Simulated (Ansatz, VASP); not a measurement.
# One calculation of Cu, two programs

The input INCAR:

```
  PREC = Accurate
  ENCUT = 520
  EDIFF = 1E-6
  ISMEAR = 1
  SIGMA = 0.15
  LREAL = False
  LASPH = True
  NELM = 80
  ALGO = Normal
  ISIF = 2
  LWAVE = False
  LCHARG = True
  GGA = PS
  LELF = True
  LVHAR = True
  NBANDS = 18
```

Contents of KPOINTS:

```
Automatic mesh
0
Gamma
  13 13 7
```

The input POSCAR:

```
Cu
1.0
    2.4283845371      0.0000000000      0.0000000000
   -1.2141917894      2.1030423374      0.0000000000
    0.0000000000      0.0000000000      3.9410108706
Cu
2
Direct
    0.3333333333      0.6666666667      0.2500000000
    0.6666666667      0.3333333333      0.7500000000
```

Input for Ansatz:

```yaml
crystal:
  lattice:
    - [2.428384537104646, 0.0, 0.0]
    - [-1.2141917894103373, 2.103042337390226, 0.0]
    - [0.0, 0.0, 3.94101087059611]
  atoms:
    - { symbol: Cu, position: [0.3333333333333333, 0.6666666666666666, 0.25] }
    - { symbol: Cu, position: [0.6666666666666666, 0.3333333333333333, 0.75] }
basis:
  ecutwfc: 450.0
kpoints:
  mp_grid:
    grid: [13, 13, 7]
hamiltonian:
  xc: pbesol
  pseudopotentials:
    kind: paw
scf:
  occupations:
    method: cold
    width: 0.15
output:
  stress: true
```

Alike in both runs: task single point; functional PBEsol; k mesh 13 × 13 × 7; no spin polarisation.

|  | VASP | Ansatz |
| --- | --- | --- |
| version | VASP 6.6.1 | Ansatz 0.2.0 |
| potentials or method | VASP PAW PBE potentials, release 64 (Cu), cutoff 520 eV | plane waves, PAW |
| occupations | methfessel-paxton of order 1, width 0.15 eV | cold, width 0.15 eV |
| valence electrons in the cell | 22 | 38 |

Ansatz gave:

* pressure (GPa): 26.3
* traceless stress, the component that is largest in VASP (GPa): 3.27

Which values does VASP return?

Pressure (GPa): 27.1; traceless stress, the component that is largest in VASP (GPa): 3.21.

VASP's potentials were made for PBE, not for PBEsol. VASP's potentials hold 22 valence electrons a cell and Ansatz's 38, so a difference there can come from the potentials and not from the codes.
